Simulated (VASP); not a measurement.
Write the native input for VASP 6.6.1 that does the following.

- Task: single point
- Functional: PBE
- Potentials or basis: VASP PAW PBE potentials, release 64 (Ag)
- Cutoff: 520 eV
- k mesh: 16 × 16 × 9
- Occupations: fermi-dirac, width 0.05 eV
- Spin: no spin polarisation
- Dipole correction: no
- Further INCAR settings: ALGO = Normal; EDIFF = 1e-06; NBANDS = 18

The structure of Ag lies in POSCAR:

```
Ag
1.0
    3.0132454394      0.0000000000      0.0000000000
   -1.5066227197      2.6095470984      0.0000000000
    0.0000000000      0.0000000000      4.9115458567
Ag
2
Direct
    0.3333333333      0.6666666667      0.2500000000
    0.6666666667      0.3333333333      0.7500000000
```

One way to write it, as run:

INCAR

```
PREC = Accurate ; ENCUT = 520
EDIFF = 1E-6 ; ISMEAR = -1
SIGMA = 0.05 ; LREAL = False
LASPH = True ; NELM = 100
ALGO = Normal ; ISIF = 2
LWAVE = False ; LCHARG = True
GGA = PE ; LELF = True
LVHAR = True ; NBANDS = 18
```

KPOINTS

```
regular mesh
0
Gamma
  16 16 9
```

Potentials or basis: VASP PAW PBE potentials, release 64 (Ag).

Launch:

```sh
$ cat potpaw_PBE.64/Ag/POTCAR > POTCAR
$ mpirun -np 1 vasp_std > vasp.out
```

It gave:

* Pressure: -5.6 GPa
* Band gap on the k mesh: zero (band 11 reaches 9.89 eV, above the bottom of band 12 at 3.59 eV)

It took 31 s on 1 thread of Intel(R) Xeon(R) 6975P-C (Granite Rapids) (shared host), peak memory 0.21 GiB.
